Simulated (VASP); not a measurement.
**AlCo (CsCl type): single point with PBE**

The system is AlCo (CsCl type).

```
CELL_PARAMETERS angstrom
2.64791 0.00000 0.00000
0.00000 2.64791 0.00000
0.00000 0.00000 2.64791
ATOMIC_POSITIONS crystal
Co 0.00000 0.00000 0.00000
Al 0.50000 0.50000 0.50000
```

This cell differs from its parent crystal: volume scaled by 0.8.

```yaml
Program: VASP 6.6.1
Task: single point
Functional: PBE
Potentials_or_basis: VASP PAW PBE potentials, release 64 (Co, Al)
Cutoff: 520 eV
k_mesh: 14 × 14 × 14
Occupations: fermi-dirac, width 0.08 eV
Spin: no spin polarisation
```

```yaml
Pressure: 64.0 GPa
Band_gap_on_the_k_mesh: zero (band 6 reaches 16.26 eV, above the bottom of band 7 at 13.56 eV)
```

Levels at points of the mesh, in eV from the Fermi level:
```
           k point  band 2  band 3  band 4  band 5  band 6  band 7  band 8  band 9  band 10  band 11
(0.00, 0.00, 0.00)   -4.14   -4.14   -1.16   -1.16   -1.16    7.19    7.19    7.19     9.68     9.68
(0.50, 0.00, 0.00)   -7.57   -3.31   -2.32   -2.32   -1.00    0.32    8.59   11.91    11.91    14.25
(0.50, 0.50, 0.00)   -4.07   -3.14   -3.14   -2.10   -2.10   -0.32    3.18    4.88    15.50    17.85
(0.50, 0.50, 0.50)   -5.12   -5.12   -0.26   -0.26    2.39    2.39    2.39    6.35     6.64     6.64
```

Run time: 33 s on 1 thread of Intel Xeon 8259CL, on a shared host, peak memory 0.15 GiB.

 Spin polarisation is off, so any magnetic state and its effect on volume and gap are missing.
